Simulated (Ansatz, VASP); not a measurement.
# One calculation of SiC3, two programs

File INCAR:

```
  PREC = Accurate
  ENCUT = 520
  EDIFF = 1E-7
  ISMEAR = 0
  SIGMA = 0.01
  LREAL = False
  LASPH = True
  NELM = 80
  ALGO = Normal
  ISIF = 2
  LWAVE = False
  LCHARG = True
  GGA = PE
  LELF = True
  LVHAR = True
  NBANDS = 16
```

KPOINTS

```
Automatic mesh
0
Gamma
  8 8 6
```

The input POSCAR:

```
SiC3
1.0
    2.7454169047      0.0000000000      0.0000000000
    0.0000000000      2.7454169047      0.0000000000
    0.0000000000      0.0000000000      4.0280949250
C Si
3 1
Direct
    0.5000000000      0.0000000000      0.7880665833
    0.5000000000      0.5000000000      0.0000000000
    0.0000000000      0.5000000000      0.2119334167
    0.0000000000      0.0000000000      0.5000000000
```

Input for Ansatz:

```yaml
crystal:
  lattice:
    - [2.7454169047, 0.0, 0.0]
    - [0.0, 2.7454169047, 0.0]
    - [0.0, 0.0, 4.028094925]
  atoms:
    - { symbol: C, position: [0.5, 0.0, 0.7880665833] }
    - { symbol: C, position: [0.5, 0.5, 0.0] }
    - { symbol: C, position: [0.0, 0.5, 0.2119334167] }
    - { symbol: Si, position: [0.0, 0.0, 0.5] }
kpoints:
  mp_grid: { grid: [8, 8, 6] }
hamiltonian:
  xc: pbe
scf:
  occupations: { method: fixed }
  n_extra_bands: 5
output:
  forces: true
  stress: true
  eigenvalues: true
```

Alike in both runs: task single point; functional PBE; k mesh 8 × 8 × 6; no spin polarisation.

```csv
,VASP,Ansatz
version,VASP 6.6.1,Ansatz 0.2.0
potentials or method,"VASP PAW PBE potentials, release 64 (C, Si)","plane waves, PAW"
plane-wave cutoff (eV),520,420
occupations,"gaussian, width 0.01 eV",fixed
valence electrons in the cell,16,16
```

```tsv
	VASP	Ansatz	Ansatz less VASP
gap on the k mesh at the Fermi level (eV)	1.42	1.42	+0.004
pressure (GPa)	19.7	19.7	-0.04
traceless stress, the component that is largest in VASP (GPa)	1.51	1.59	+0.084
rms of the force components (eV/Å)	0.121	0.130	+0.0089
```

Atom by atom the forces differ by 0.009 eV/Å (rms over components).
